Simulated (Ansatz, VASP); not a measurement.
## One calculation of BN, two programs

```
B N
1.0
     0.00000    1.66796    1.88552
     1.66796    0.00000    1.88552
     1.66796    1.66796    0.00000
B N
1 1
Cartesian
  0.0000 0.0000 0.0000
  2.5019 2.5019 2.8283
```

Change from the starting cell: strain -0.080 along x and y, +0.040 along z, atoms carried along.

Alike in both runs: task single point; functional r2SCAN; k mesh 12 × 12 × 12; occupations gaussian, width 0.05 eV; no spin polarisation.

```csv
,VASP,Ansatz
version,VASP 6.6.1,Ansatz 0.2.0
potentials or method,"VASP PAW PBE potentials, release 64 (B, N), cutoff 520 eV","scalar-relativistic, plane waves, PAW"
valence electrons in the cell,8,8
```

```csv
,VASP,Ansatz,Ansatz less VASP
gap on the k mesh at the Fermi level (eV),3.86,3.89,+0.032
least direct gap on the mesh (eV),9.19,9.23,+0.035
pressure (GPa),56.4,54.8,-1.56
"traceless stress, the component that is largest in VASP (GPa)",-69.94,-70.12,-0.180
```

VASP's potentials were made for PBE, not for r2SCAN. Both programs put the cell under a high pressure, so it lies far from rest at this level.
